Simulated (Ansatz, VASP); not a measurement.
# SrO in VASP and in Ansatz

File INCAR:

```
SYSTEM = SrO
  PREC = Accurate
  ENCUT = 520
  EDIFF = 1E-7
  ISMEAR = 0
  SIGMA = 0.01
  LREAL = .FALSE.
  LASPH = .TRUE.
  NELM = 100
  ALGO = Normal
  ISIF = 2
  LWAVE = .FALSE.
  LCHARG = .FALSE.
  GGA = PS
  NBANDS = 15
```

File KPOINTS:

```
regular mesh
0
G
  6 6 6
  0 0 0
```

POSCAR

```
SrO
1.0
    0.0000000000      2.5798927166      2.5798927166
    2.5798927166      0.0000000000      2.5798927166
    2.5798927166      2.5798927166      0.0000000000
Sr O
1 1
Direct
    0.5000000000      0.5000000000      0.5000000000
    0.0000000000      0.0000000000      0.0000000000
```

Input for Ansatz:

```yaml
crystal:
  lattice:
    - [0.0, 2.5798927166, 2.5798927166]
    - [2.5798927166, 0.0, 2.5798927166]
    - [2.5798927166, 2.5798927166, 0.0]
  atoms:
    - { symbol: Sr, position: [0.5, 0.5, 0.5] }
    - { symbol: O, position: [0.0, 0.0, 0.0] }
kpoints:
  mp_grid: { grid: [6, 6, 6] }
hamiltonian:
  xc: pbesol
scf:
  occupations: { method: fixed }
  n_extra_bands: 4
output:
  forces: true
  stress: true
  eigenvalues: true
```

Alike in both runs: task single point; functional PBEsol; k mesh 6 × 6 × 6; no spin polarisation.

|  | VASP | Ansatz |
| --- | --- | --- |
| version | VASP 6.6.1 | Ansatz 0.2.0 |
| potentials or method | VASP PAW PBE potentials, release 64 (Sr_sv, O) | plane waves, PAW |
| plane-wave cutoff (eV) | 520 | 420 |
| occupations | gaussian, width 0.01 eV | fixed |
| valence electrons in the cell | 16 | 16 |

Ansatz gave:

- gap on the k mesh at the Fermi level (eV): 3.21
- pressure (GPa): -1.9

Task: What did VASP give for the same quantities?

Result: gap on the k mesh at the Fermi level (eV): 3.16; pressure (GPa): -1.4.

VASP's potentials were made for PBE, not for PBEsol.
